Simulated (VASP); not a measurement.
**TiC: single point with PBE**

Crystal: TiC.

```
Ti C
1.0
     0.00000    2.19646    2.13154
     2.19646    0.00000    2.13154
     2.19646    2.19646    0.00000
Ti C
1 1
Direct
  0.00000 0.00000 0.00000
  0.50000 0.50000 0.50000
```

This cell differs from its parent crystal: strain +0.015 along x and y, -0.015 along z.

```
Program                : VASP 6.6.1
Task                   : single point
Functional             : PBE
Potentials or basis    : VASP PAW PBE potentials, release 64 (Ti_sv, C)
Cutoff                 : 520 eV
k mesh                 : 18 × 18 × 18
Occupations            : gaussian, width 0.15 eV
Spin                   : no spin polarisation
Dipole correction      : no
Further INCAR settings : ALGO = Normal; EDIFF = 1e-07; NBANDS = 15
```

```
Pressure               : -2.1 GPa
Band gap on the k mesh : zero (band 8 reaches 10.10 eV, above the bottom of band 9 at 8.66 eV)
```

Stress tensor (GPa, compression positive):
```
-6.02  0.00  0.00
 0.00 -6.02  0.00
 0.00  0.00  5.74
```

Levels at points of the mesh, in eV from the Fermi level:
```tsv
k point	band 6	band 7	band 8	band 9	band 10	band 11
(0.00, 0.00, 0.00)	0.61	0.61	0.83	1.57	1.62	1.62
(0.50, 0.00, 0.00)	-5.79	-2.89	-2.85	2.79	2.93	4.03
(0.50, 0.50, 0.00)	-3.21	-1.62	-0.20	-0.20	2.66	3.46
(0.50, 0.00, 0.50)	-3.53	-1.57	0.02	0.04	2.64	3.35
```

Wall time 71 s on 1 thread of Intel(R) Xeon(R) Platinum 8488C (Sapphire Rapids) (shared host), peak memory 0.26 GiB.

Caveat: the cell differs from its parent crystal (strain +0.015 along x and y, -0.015 along z).
